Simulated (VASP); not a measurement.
Li: single point with PBE

The system is Li.

```
Li
1.0
     9.98417    0.00000    0.00000
     0.00000    3.08270    0.00000
     0.00000    0.00000    5.25513
Li
8
Direct
  0.25005 0.25000 0.58904
  0.24995 0.75000 0.08904
  0.75005 0.25000 0.91096
  0.74995 0.75000 0.41096
  0.00001 0.75000 0.74994
  0.49999 0.25000 0.24994
  0.50001 0.75000 0.75006
  0.99999 0.25000 0.25006
```

- Program: VASP 6.6.1
- Task: single point
- Functional: PBE
- Potentials or basis: VASP PAW PBE potentials, release 64 (Li_sv)
- Cutoff: 520 eV
- k mesh: 4 × 12 × 8
- Occupations: gaussian, width 0.1 eV
- Spin: no spin polarisation

```json
{
 "Band gap on the k mesh": "zero (bands 12 and 13 overlap by 2.96 eV)"
}
```

Levels at points of the mesh, in eV from the Fermi level:
```
           k point  band 9  band 10  band 11  band 12  band 13  band 14  band 15  band 16
(0.00, 0.00, 0.00)   -3.55    -2.44    -2.44    -0.01     0.00     0.58     0.78     1.41
(0.50, 0.00, 0.00)   -3.27    -3.27    -1.10    -1.10     0.18     0.18     1.18     1.18
(0.00, 0.50, 0.00)   -0.59    -0.59     0.47     0.47     0.49     0.49     3.23     3.23
(0.50, 0.50, 0.00)   -0.33    -0.33    -0.33    -0.33     1.80     1.80     1.80     1.80
(0.00, 0.00, 0.50)   -2.54    -2.54    -1.41    -1.41    -1.40    -1.40     1.33     1.33
(0.50, 0.00, 0.50)   -2.26    -2.26    -2.26    -2.26    -0.01    -0.01     0.00     0.00
(0.00, 0.50, 0.50)   -0.06    -0.06     0.47     0.47     0.67     0.67     1.21     1.21
(0.50, 0.50, 0.50)    0.12     0.12     0.12     0.12     1.01     1.01     1.01     1.01
```

Wall time 6.5 min on 1 thread of Intel(R) Xeon(R) Platinum 8375C CPU @ 2.90GHz (Ice Lake), on a shared host, peak memory 0.4 GiB.
